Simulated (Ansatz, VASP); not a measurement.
## LiF: VASP beside Ansatz

```
CELL_PARAMETERS angstrom
0.00000 2.01400 2.01400
2.01400 0.00000 2.01400
2.01400 2.01400 0.00000
ATOMIC_POSITIONS crystal
Li 0.00000 0.00000 0.00000
F 0.50000 0.50000 0.50000
```

Alike in both runs: task relaxation of cell and atoms; functional PBEsol; k mesh 10 × 10 × 10; occupations gaussian, width 0.02 eV; no spin polarisation.

|  | VASP | Ansatz |
| --- | --- | --- |
| version | VASP 6.6.1 | Ansatz 0.2.0 |
| potentials or method | VASP PAW PBE potentials, release 64 (Li_sv, F), cutoff 600 eV | scalar-relativistic, plane waves, PAW |
| valence electrons in the cell | 10 | 10 |

Ansatz gave:

* gap on the k mesh at the Fermi level, each at its own relaxed structure (eV): 9.05
* relaxed volume (Å³/atom): 8.05
* relaxed cell length with the largest relative difference (Å): 2.834

Task: Which values does VASP return?

Result: gap on the k mesh at the Fermi level, each at its own relaxed structure (eV): 9.13; relaxed volume (Å³/atom): 7.98; relaxed cell length with the largest relative difference (Å): 2.826.

VASP's potentials were made for PBE, not for PBEsol.

Noted on VASP's run: the cutoff is short for stress, so the pressure is rough.
